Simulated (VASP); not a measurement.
A run of VASP 6.6.1:

INCAR

```
ALGO = Normal
EDIFF = 1E-6
EDIFFG = -0.01
ENCUT = 600
GGA = PS
IBRION = 2
ISIF = 3
ISMEAR = -1
LASPH = True
LCHARG = False
LREAL = False
LWAVE = False
NELM = 100
NSW = 60
PREC = Accurate
SIGMA = 0.05
```

The input KPOINTS:

```
k-points
0
Gamma
  13 13 11
```

The input POSCAR:

```
Si
1.0
   -1.6322467100      1.6887678500      1.1666669100
    1.7308028500     -1.6932995100      1.2936920400
    1.6246017100      1.6856545100     -1.1722508300
Si
1
Direct
    0.0000000000      0.0000000000      0.0000000000
```

Potentials or basis: VASP PAW PBE potentials, release 64 (Si).

Run with:

```bash
$ cat potpaw_PBE.64/Si/POTCAR > POTCAR
$ mpirun -np 1 vasp_std > vasp.out
```

Hardware: 1 thread of Intel Xeon 8259CL (shared host).

Estimate the wall time of this run.

Wall time 9.5 min on 1 thread of Intel Xeon 8259CL, with other jobs on the host, peak memory 0.22 GiB. Counts: scf iterations 97, k points 930, ion steps 22.
